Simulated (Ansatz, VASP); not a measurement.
One calculation of Au, two programs

```
CELL_PARAMETERS angstrom
2.96255 0.00000 0.00000
-1.48127 2.56564 0.00000
0.00000 0.00000 4.98633
ATOMIC_POSITIONS crystal
Au 0.33333 0.66667 0.75000
Au 0.66667 0.33333 0.25000
```

Change from the starting cell: strain +0.025 along x and y, +0.025 along z, atoms carried along.

Alike in both runs: task single point; functional r2SCAN; k mesh 24 × 24 × 12; occupations gaussian, width 0.15 eV; no spin polarisation.

|  | VASP | Ansatz |
| --- | --- | --- |
| version | VASP 6.6.1 | Ansatz 0.2.0 |
| potentials or method | VASP PAW PBE potentials, release 64 (Au), cutoff 520 eV | scalar-relativistic, plane waves, PAW |
| valence electrons in the cell | 22 | 38 |

```tsv
	VASP	Ansatz	Ansatz less VASP
gap on the k mesh at the Fermi level (eV)	none	none	-
pressure (GPa)	-9.0	-9.1	-0.13
traceless stress, the component that is largest in VASP (GPa)	0.21	0.23	+0.020
```

VASP's potentials were made for PBE, not for r2SCAN. A gap of «none» marks a metal or a gap that the smearing closes. VASP's potentials hold 22 valence electrons a cell and Ansatz's 38, so a difference there can come from the potentials and not from the codes.

Spin-orbit coupling is off throughout.
